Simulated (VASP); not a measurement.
# Cd (P6_3/mmc) in VASP: further runs

Cd is run at these levels: PBEsol; tasks: single point.

Everything below comes from runs of VASP 6.6.1. Logs are shortened: lines on timing, memory, paths and dates and some standing lists are left out, and cuts for length are marked.

## (1) The cell of the first run

The structure is hexagonal, space group P6_3/mmc (No. 194). Conventional cell: a = 2.884 Å, b = 2.884 Å, c = 5.142 Å, α = 90.00°, β = 90.00°, γ = 120.00°. Cd (site symmetry -6m2) has 12 Cd at 2.88 to 3.06 Å within 3.8 Å.

## (2) Single point, PBEsol

INCAR reads:

```
SYSTEM = Cd
ALGO = Normal
EDIFF = 1E-6
ENCUT = 520
GGA = PS
ISIF = 2
ISMEAR = 0
LASPH = .TRUE.
LCHARG = .TRUE.
LELF = .TRUE.
LREAL = .FALSE.
LVHAR = .TRUE.
LWAVE = .FALSE.
NBANDS = 19
NELM = 60
PREC = Accurate
SIGMA = 0.1
```

KPOINTS reads:

```
k-points
0
G
  18 18 8
  0 0 0
```

POSCAR reads:

```
Cd
1.0
    2.8835942186      0.0000000000      0.0000000000
   -1.4417971093      2.4972658475      0.0000000000
    0.0000000000      0.0000000000      5.1420301066
Cd
2
Direct
    0.3333333333      0.6666666667      0.2500000000
    0.6666666667      0.3333333333      0.7500000000
```

Potentials or basis: VASP PAW PBE potentials, release 64 (Cd).

On the command line:

```console
$ cat potpaw_PBE.64/Cd/POTCAR > POTCAR
$ mpirun -np 1 vasp_std > vasp.out
```

OUTCAR:

```text
SYSTEM = Cd
   EDIFF = 1E-6
   ENCUT = 520
   GGA = PS
   ISIF = 2
   ISMEAR = 0
   LASPH = .TRUE.
   LREAL = .FALSE.
   NELM = 60
   PREC = Accurate

 ion  position               nearest neighbor table
   1  0.333  0.667  0.250-   2 3.06   2 3.06   2 3.06   2 3.06   2 3.06   2 3.06
   2  0.667  0.333  0.750-   1 3.06   1 3.06   1 3.06   1 3.06   1 3.06   1 3.06

  LATTYP: Found a hexagonal cell.
 ALAT       =     2.8835942186
 C/A-ratio  =     1.7832016979

  Lattice vectors:

 A1 = (   2.8835942186,   0.0000000000,   0.0000000000)
 A2 = (  -1.4417971093,   2.4972658475,   0.0000000000)
 A3 = (   0.0000000000,   0.0000000000,   5.1420301066)

Analysis of symmetry for initial positions (statically):
=====================================================================
 Subroutine PRICEL returns:
 Original cell was already a primitive cell.

 Routine SETGRP: Setting up the symmetry group for a
 hexagonal supercell.

 Subroutine GETGRP returns: Found 24 space group operations
 (whereof 12 operations were pure point group operations)
 out of a pool of 24 trial point group operations.

The static configuration has the point symmetry D_3d.
 The point group associated with its full space group is D_6h.

Analysis of symmetry for dynamics (positions and initial velocities):
=====================================================================
 Subroutine PRICEL returns:
 Original cell was already a primitive cell.

 Routine SETGRP: Setting up the symmetry group for a
 hexagonal supercell.

 Subroutine GETGRP returns: Found 24 space group operations
 (whereof 12 operations were pure point group operations)
 out of a pool of 24 trial point group operations.

The dynamic configuration has the point symmetry D_3d.
 The point group associated with its full space group is D_6h.

 Subroutine INISYM returns: Found 24 space group operations
 (whereof 12 operations are pure point group operations),
 and found     1 'primitive' translations

----------------------------------------------------------------------------------------

                                     Primitive cell

  volume of cell :      37.0283

  direct lattice vectors                    reciprocal lattice vectors
     2.883594219  0.000000000  0.000000000     0.346789432  0.200218972  0.000000000
    -1.441797109  2.497265848  0.000000000     0.000000000  0.400437943  0.000000000
     0.000000000  0.000000000  5.142030107     0.000000000  0.000000000  0.194475719

  length of vectors
     2.883594219  2.883594219  5.142030107     0.400437943  0.400437943  0.194475719

  position of ions in fractional coordinates (direct lattice)
     0.333333333  0.666666667  0.250000000
     0.666666667  0.333333333  0.750000000

  ion indices of the primitive-cell ions
   primitive index   ion index
                 1           1
                 2           2

----------------------------------------------------------------------------------------

 KPOINTS: k-points

Automatic generation of k-mesh.
 Grid dimensions read from file:
 generate k-points for:   18   18    8

 Generating k-lattice:

  Cartesian coordinates                     Fractional coordinates (reciprocal lattice)
     0.019266080  0.011123276  0.000000000     0.055555556  0.000000000  0.000000000
     0.000000000  0.022246552  0.000000000     0.000000000  0.055555556  0.000000000
     0.000000000  0.000000000  0.024309465     0.000000000  0.000000000  0.125000000

  Length of vectors
     0.022246552  0.022246552  0.024309465

  Shift w.r.t. Gamma in fractional coordinates (k-lattice)
     0.000000000  0.000000000  0.000000000

 Subroutine IBZKPT returns following result:
 ===========================================

 Found    185 irreducible k-points:

 Following reciprocal coordinates:
            Coordinates               Weight
  0.000000  0.000000  0.000000      1.000000
  0.055556  0.000000  0.000000      6.000000
  0.111111  0.000000  0.000000      6.000000
  0.166667 -0.000000  0.000000      6.000000
  0.222222 -0.000000  0.000000      6.000000
  0.277778  0.000000  0.000000      6.000000
[... 16 lines left out ...]
  0.333333  0.111111  0.000000     12.000000
  0.388889  0.111111  0.000000     12.000000
 [... further k-points ...]
   k-points           NKPTS =    185   k-points in BZ     NKDIM =    185   number of bands    NBANDS=     19
   number of dos      NEDOS =    301   number of ions     NIONS =      2
   total plane-waves  NPLWV =  23040
   dimension x,y,z NGX =    24 NGY =   24 NGZ =   40
   dimension x,y,z NGXF=    48 NGYF=   48 NGZF=   80
   ions per type =               2
   NGX,Y,Z   is equivalent  to a cutoff of  13.84, 13.84, 12.93 a.u.
   NGXF,Y,Z  is equivalent  to a cutoff of  27.67, 27.67, 25.86 a.u.
 SYSTEM =  Cd
   PREC   = accura    normal or accurate (medium, high low for compatibility)
   ISTART =      0    job   : 0-new  1-cont  2-samecut
   ICHARG =      2    charge: 1-file 2-atom 10-const
   ISPIN  =      1    spin polarized calculation?
   LNONCOLLINEAR =      F non collinear calculations
   LSORBIT =      F    spin-orbit coupling
   LASPH  =      T    aspherical Exc in radial PAW
   ENCUT  =  520.0 eV  38.22 Ry    6.18 a.u.   5.36  5.36  9.56*2*pi/ulx,y,z
   NELM   =     60;   NELMIN=  2; NELMDL= -5     # of ELM steps
   EDIFF  = 0.1E-05   stopping-criterion for ELM
   LREAL  =      F    real-space projection
   EDIFFG = 0.1E-04   stopping-criterion for IOM
   NSW    =      0    number of steps for IOM
   IBRION =     -1    ionic relax: 0-MD 1-quasi-New 2-CG
   NFREE  =      0    steps in history (QN), initial steepest desc. (CG)
   ISIF   =      2    stress and relaxation
   ISYM   =      2    0-nonsym 1-usesym 2-fastsym
   POTIM  = 0.5000    time-step for ionic-motion
   TEBEG  =    0.0;   TEEND  =   0.0 temperature during run
   PSTRESS=    0.0 pullay stress
   NELECT =      24.0000    total number of electrons
   NUPDOWN=      -1.0000    fix difference up-down
   EMIN   =  10.00;   EMAX   =-10.00  energy-range for DOS
   EFERMI =   0.00;   METHOD = LEGACY
   ISMEAR =     0;   SIGMA  =   0.10  broadening in eV -4-tet -1-fermi 0-gaus
   EFERMI_NEDOS =   21; number of points for ismear=-14 and -15
   IALGO  =     38    algorithm
   IMIX   =      4    mixing-type and parameters
     AMIX     =   0.40;   BMIX     =  1.00
     AMIX_MAG =   1.60;   BMIX_MAG =  1.00
  volume/ion in A,a.u.               =      18.51       124.94
  Fermi-wavevector in a.u.,A,eV,Ry     =   1.416775  2.677316 27.310294  2.007250
  Thomas-Fermi vector in A             =   2.538074
   LORBIT       =      0    0 simple, 1 ext, 2 COOP (PROOUT), +10 PAW based schemes
   GGA     = PS    functional components
   LHFCALC =     F    Hartree Fock is set to
   AEXX    =    0.0000 exact exchange contribution
   IVDW    =     0    specifies the selected vdW correction
   LEPSILON=     F    determine dielectric tensor
   LRPA    =     F    only Hartree local field effects (RPA)
 non-spin polarized calculation
 Gauss-broadening in eV      SIGMA  =   0.10
  energy-cutoff  :      520.00
  volume of cell :       37.03
 maximum number of plane-waves:      1027
 NGX is ok and might be reduce to    24
   NGX = 11   NGY = 11   NGZ = 19

 number of electron      23.9999994 magnetization

 Free energy of the ion-electron system (eV)
  ---------------------------------------------------
  ext. energy  EPLUGINS =         0.00000000
  ---------------------------------------------------
  free energy    TOTEN  =        -2.25582805 eV

  energy without entropy =       -2.25357111  energy(sigma->0) =       -2.25469958

 E-fermi :   4.1358     XC(G=0): -12.0629

 val. band max:        4.1046750905   @ k =   0.3333   0.3333   0.2500
 cond. band min:       4.1365607416   @ k =   0.3333   0.3333   0.1250
 fundamental gap:      0.0318856511
 Fermi energy:         4.1358030043

 k-point     1 :       0.0000    0.0000    0.0000
  band No.  band energies     occupation
      1      -6.5258      2.00000
      2      -6.2541      2.00000
      3      -5.8393      2.00000
      4      -5.6208      2.00000
      5      -5.6208      2.00000
      6      -5.5242      2.00000
[... 11 lines left out ...]
     18      20.2166      0.00000
     19      21.4462      0.00000

 k-point     2 :       0.0556    0.0000    0.0000
  band No.  band energies     occupation
      1      -6.4862      2.00000
      2      -6.1676      2.00000
      3      -5.8338      2.00000
      4      -5.6255      2.00000
      5      -5.5855      2.00000
      6      -5.5359      2.00000
[... 11 lines left out ...]
     18      20.6436      0.00000
     19      21.8455      0.00000

 k-point     3 :       0.1111    0.0000    0.0000
  band No.  band energies     occupation
      1      -6.3832      2.00000
      2      -5.9535      2.00000
      3      -5.8255      2.00000
      4      -5.6158      2.00000
      5      -5.5265      2.00000
      6      -5.4826      2.00000
[... 11 lines left out ...]
     18      20.7406      0.00000
     19      20.9188      0.00000

 k-point     4 :       0.1667   -0.0000    0.0000
  band No.  band energies     occupation
      1      -6.2797      2.00000
      2      -5.8417      2.00000
      3      -5.8354      2.00000
      4      -5.5483      2.00000
      5      -5.3305      2.00000
      6      -5.3215      2.00000
[... 11 lines left out ...]
     18      18.8029      0.00000
     19      19.4707      0.00000

 k-point     5 :       0.2222   -0.0000    0.0000
  band No.  band energies     occupation
      1      -6.2791      2.00000
      2      -5.9275      2.00000
      3      -5.7336      2.00000
      4      -5.5591      2.00000
      5      -5.4220      2.00000
      6      -5.2224      2.00000
[... 11 lines left out ...]
     18      18.1119      0.00000
     19      18.8433      0.00000

 k-point     6 :       0.2778    0.0000    0.0000
  band No.  band energies     occupation
      1      -6.3672      2.00000
      2      -6.0474      2.00000
      3      -5.7934      2.00000
      4      -5.5809      2.00000
      5      -5.2910      2.00000
      6      -5.2427      2.00000
[... 11 lines left out ...]
     18      17.8005      0.00000
     19      19.2410      0.00000

 k-point     7 :       0.3333    0.0000    0.0000
  band No.  band energies     occupation
      1      -6.4760      2.00000
      2      -6.1634      2.00000
      3      -5.9966      2.00000
      4      -5.4457      2.00000
      5      -5.3524      2.00000
      6      -5.3440      2.00000
[... 11 lines left out ...]
     18      17.6461      0.00000
     19      18.7774      0.00000

 k-point     8 :       0.3889   -0.0000    0.0000
  band No.  band energies     occupation
      1      -6.5707      2.00000
      2      -6.2582      2.00000
      3      -6.1504      2.00000
      4      -5.4237      2.00000
      5      -5.4006      2.00000
      6      -5.3427      2.00000
[... 256 lines left out ...]
 k-point    20 :       0.1667    0.1111    0.0000
  band No.  band energies     occupation
      1      -6.1328      2.00000
      2      -5.9246      2.00000
      3      -5.6895      2.00000
      4      -5.5891      2.00000
      5      -5.4531      2.00000
      6      -5.3850      2.00000
[... 11 lines left out ...]
     18      18.1263      0.00000
     19      18.5636      0.00000

 k-point    21 :       0.2222    0.1111    0.0000
  band No.  band energies     occupation
      1      -6.2210      2.00000
      2      -5.9432      2.00000
      3      -5.8064      2.00000
      4      -5.6271      2.00000
      5      -5.4541      2.00000
      6      -5.3151      2.00000
[... 11 lines left out ...]
     18      17.4786      0.00000
     19      17.8092      0.00000

 k-point    22 :       0.2778    0.1111    0.0000
  band No.  band energies     occupation
      1      -6.3313      2.00000
      2      -6.0304      2.00000
      3      -5.9924      2.00000
      4      -5.5029      2.00000
      5      -5.4809      2.00000
      6      -5.2513      2.00000
[... 11 lines left out ...]
     18      16.9674      0.00000
     19      17.1397      0.00000

 k-point    23 :       0.3333    0.1111    0.0000
  band No.  band energies     occupation
      1      -6.4249      2.00000
      2      -6.1324      2.00000
      3      -6.1135      2.00000
      4      -5.5265      2.00000
      5      -5.3570      2.00000
      6      -5.3468      2.00000
[... 11 lines left out ...]
     18      16.5978      0.00000
     19      16.6156      0.00000

 k-point    24 :       0.3889    0.1111    0.0000
  band No.  band energies     occupation
      1      -6.4864      2.00000
      2      -6.2190      2.00000
      3      -6.1693      2.00000
      4      -5.5217      2.00000
      5      -5.4282      2.00000
      6      -5.2796      2.00000
[... 11 lines left out ...]
     18      16.2816      0.00000
     19      16.3741      0.00000

 [... further k-points ...]

------------------------ aborting loop because EDIFF is reached ----------------------------------------

  FORCE on cell =-STRESS in cart. coord.  units (eV):
  Direction    XX          YY          ZZ          XY          YZ          ZX
  --------------------------------------------------------------------------------------
  -------------------------------------------------------------------------------------
  Total        2.5001052      2.5001052      2.4170407     -0.0000000      0.0000000      0.0000000
  in kB      108.1770987    108.1770987    104.5829783     -0.0000000      0.0000000      0.0000000
  external PRESSURE =     106.9790586 kB  Pullay stress =       0.0000000 kB

 VOLUME and BASIS-vectors are now :
 -----------------------------------------------------------------------------
  energy-cutoff  :      520.00
  volume of cell :       37.03
      direct lattice vectors                 reciprocal lattice vectors
     2.883594219  0.000000000  0.000000000     0.346789432  0.200218972  0.000000000
    -1.441797109  2.497265848  0.000000000     0.000000000  0.400437943  0.000000000
     0.000000000  0.000000000  5.142030107     0.000000000  0.000000000  0.194475719

 POSITION                                       TOTAL-FORCE (eV/Angst)
 -----------------------------------------------------------------------------------
     -0.00000      1.66484      1.28551         0.000000     -0.000000      0.000000
      1.44180      0.83242      3.85652        -0.000000      0.000000      0.000000
 -----------------------------------------------------------------------------------
    total drift:                               -0.000000      0.000000      0.000000

  FREE ENERGIE OF THE ION-ELECTRON SYSTEM (eV)
  ---------------------------------------------------
  free  energy   TOTEN  =        -2.2558280528 eV

  energy  without entropy=       -2.2535711095  energy(sigma->0) =       -2.25469958
```

Wall time 48 s (1 thread of AMD EPYC 9R45 (Zen 5), shared host); peak memory 0.21 GiB.

Results:

```yaml
Free_energy: -2.2558 eV
Pressure: 10.7 GPa
Band_gap_on_the_k_mesh: zero (bands 12 and 13 overlap by 3.68 eV)
```

Caveat: the cell stands under pressure; the PAW data sets were made with another functional, which shifts forces and pressure a little.

## (3) Single point, PBEsol

This run uses another cell than the first one, of 15.49 Å³/atom.

INCAR reads:

```
SYSTEM = Cd
ALGO = Normal ; EDIFF = 1E-7
ENCUT = 520 ; GGA = PS
ISIF = 2 ; ISMEAR = 0
LASPH = .TRUE. ; LCHARG = .FALSE.
LREAL = .FALSE. ; LWAVE = .FALSE.
NBANDS = 19 ; NELM = 80
PREC = Accurate ; SIGMA = 0.1
```

KPOINTS reads:

```
k-points
0
G
  18 18 10
  0 0 0
```

POSCAR reads:

```
Cd
1.0
    2.7876062480      0.0000000000      0.0000000000
   -1.3938031240      2.4141378265      0.0000000000
    0.0000000000      0.0000000000      4.6023623235
Cd
2
Direct
    0.3333333333      0.6666666667      0.2500000000
    0.6666666667      0.3333333333      0.7500000000
```

Potentials or basis: VASP PAW PBE potentials, release 64 (Cd).

On the command line:

```console
$ cat potpaw_PBE.64/Cd/POTCAR > POTCAR
$ mpirun -np 1 vasp_std > vasp.out
```

Wall time 57 s (1 thread of AMD EPYC 9R45 (Zen 5), shared host); peak memory 0.2 GiB.

The run converged. Its results:

* Free energy: -1.3812 eV
* Pressure: 41.7 GPa
* Band gap on the k mesh: zero (bands 12 and 13 overlap by 2.47 eV)

Stress tensor (GPa, compression positive):
```
41.72  0.00  0.00
 0.00 41.72  0.00
 0.00  0.00 41.54
```

Levels at points of the mesh, in eV from the Fermi level:
| k point | band 8 | band 9 | band 10 | band 11 | band 12 | band 13 | band 14 | band 15 | band 16 | band 17 |
| --- | --- | --- | --- | --- | --- | --- | --- | --- | --- | --- |
| (0.00, 0.00, 0.00) | -10.20 | -10.20 | -9.30 | -9.30 | -4.49 | -1.14 | 13.95 | 15.77 | 15.77 | 15.80 |
| (0.50, 0.00, 0.00) | -9.15 | -9.15 | -9.03 | -4.28 | -2.99 | 3.14 | 3.27 | 5.63 | 6.49 | 7.70 |
| (0.00, 0.00, 0.50) | -9.67 | -9.59 | -9.59 | -9.59 | -9.59 | 7.33 | 7.33 | 14.39 | 14.39 | 16.96 |
| (0.50, 0.00, 0.50) | -9.29 | -9.08 | -9.08 | -3.29 | -3.29 | 0.22 | 0.22 | 10.62 | 10.62 | 11.28 |

Caveat: the cell stands under pressure; the PAW data sets were made with another functional, which shifts forces and pressure a little.

The gap in the log of VASP goes by the Fermi energy; the results here count the filled bands.